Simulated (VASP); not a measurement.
Here is a VASP 6.6.1 calculation.

The input POSCAR:

```
AlGa3N4
1.0
    4.2420772296      0.0000000000      0.0000000000
    0.0000000000      4.2420772296      0.0000000000
    0.0000000000      0.0000000000      4.4653444522
Al Ga N
1 3 4
Direct
    0.0000000000      0.0000000000      0.0000000000
    0.5000000000      0.5000000000      0.0000000000
    0.5000000000      0.0000000000      0.5000000000
    0.0000000000      0.5000000000      0.5000000000
    0.7553510553      0.7553510553      0.2446489447
    0.7553510553      0.2446489447      0.7553510553
    0.2446489447      0.7553510553      0.7553510553
    0.2446489447      0.2446489447      0.2446489447
```

Contents of INCAR.step1:

```
SYSTEM = AlGa3N4
PREC     = Accurate       ! precision mode
ENCUT    = 520            ! plane-wave cutoff, eV
ISMEAR   = 0              ! smearing method
SIGMA    = 0.05           ! smearing width, eV
LREAL    = .FALSE.        ! projectors in reciprocal space
LASPH    = .TRUE.         ! aspherical terms in the spheres
NELM     = 100            ! most SCF steps
NBANDS   = 41             ! bands
GGA      = PE             ! functional
ALGO     = Normal         ! electronic algorithm
EDIFF    = 1E-4           ! SCF threshold, eV
LWAVE    = .TRUE.         ! write WAVECAR
LCHARG   = .FALSE.        ! write CHGCAR
```

INCAR.step2

```
SYSTEM = AlGa3N4
PREC     = Accurate       ! precision mode
ENCUT    = 520            ! plane-wave cutoff, eV
EDIFF    = 1E-7           ! SCF threshold, eV
ISMEAR   = 0              ! smearing method
SIGMA    = 0.05           ! smearing width, eV
LREAL    = .FALSE.        ! projectors in reciprocal space
LASPH    = .TRUE.         ! aspherical terms in the spheres
NELM     = 100            ! most SCF steps
ALGO     = Normal         ! electronic algorithm
ISIF     = 2              ! what is computed and relaxed
LWAVE    = .FALSE.        ! write WAVECAR
LCHARG   = .TRUE.         ! write CHGCAR
METAGGA  = R2SCAN         ! meta-GGA
LMIXTAU  = .TRUE.       
LELF     = .TRUE.         ! ELF
LVHAR    = .TRUE.       
NBANDS   = 41             ! bands
ISTART   = 1
```

Contents of KPOINTS:

```
Automatic mesh
0
G
  6 6 6
  0 0 0
```

Potentials or basis: VASP PAW PBE potentials, release 64 (Al, Ga_d, N).

The run is started by

```sh
$ cat potpaw_PBE.64/Al/POTCAR potpaw_PBE.64/Ga_d/POTCAR potpaw_PBE.64/N/POTCAR > POTCAR
$ cp INCAR.step1 INCAR
$ mpirun -np 1 vasp_std > vasp.out
$ cp INCAR.step2 INCAR
$ mpirun -np 1 vasp_std > vasp.out
```

(1) Predict the largest force.

(2) What does it give for the pressure?

(3) Predict the band gap on the k mesh.

## Answers

(1) 0.142 eV/Å.

(2) 26.2 GPa.

(3) 3.48 eV, direct.

Caveat: the cell differs from its parent crystal (strain -0.050 along x and y, +0.000 along z); the PAW data sets were made with another functional, which shifts forces and pressure a little.
